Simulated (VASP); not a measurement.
Write the native input for VASP 6.6.1 that does the following.

```yaml
Task: single point
Functional: PBEsol
Potentials_or_basis: VASP PAW PBE potentials, release 64 (Na_pv)
Cutoff: 520 eV
k_mesh: 18 × 18 × 18
Occupations: gaussian, width 0.15 eV
Spin: no spin polarisation
Dipole_correction: no
Further_INCAR_settings: ALGO = Fast; EDIFF = 1e-07; NBANDS = 10
```

The structure of Na lies in POSCAR:

```
Na
1.0
   -2.3003392237      2.3003392237      1.7942645945
    2.3003392237     -2.3003392237      1.7942645945
    2.3003392237      2.3003392237     -1.7942645945
Na
1
Direct
    0.0000000000      0.0000000000      0.0000000000
```

This cell differs from its parent crystal: ratio of the length along z to the lengths across it x 0.78, volume and fractional coordinates fixed.

One way to write it, as run:

INCAR

```
SYSTEM = Na
PREC = Accurate ; ENCUT = 520
EDIFF = 1E-7 ; ISMEAR = 0
SIGMA = 0.15 ; LREAL = .False.
LASPH = .True. ; NELM = 80
ALGO = Fast ; ISIF = 2
LWAVE = .False. ; LCHARG = .False.
GGA = PS ; NBANDS = 10
```

KPOINTS

```
regular mesh
0
Gamma
  18 18 18
  0 0 0
```

Potentials or basis: VASP PAW PBE potentials, release 64 (Na_pv).

The run is started by

```bash
$ cat potpaw_PBE.64/Na_pv/POTCAR > POTCAR
$ mpirun -np 1 vasp_std > vasp.out
```

It gave:

| Item | Value |
| --- | --- |
| Pressure | -0.2 GPa |

Caveat: the PAW data sets were made with another functional, which shifts forces and pressure a little.

Run time: 66 s on 1 thread of Intel(R) Xeon(R) 6975P-C (Granite Rapids), with other jobs on the host, peak memory 0.26 GiB.
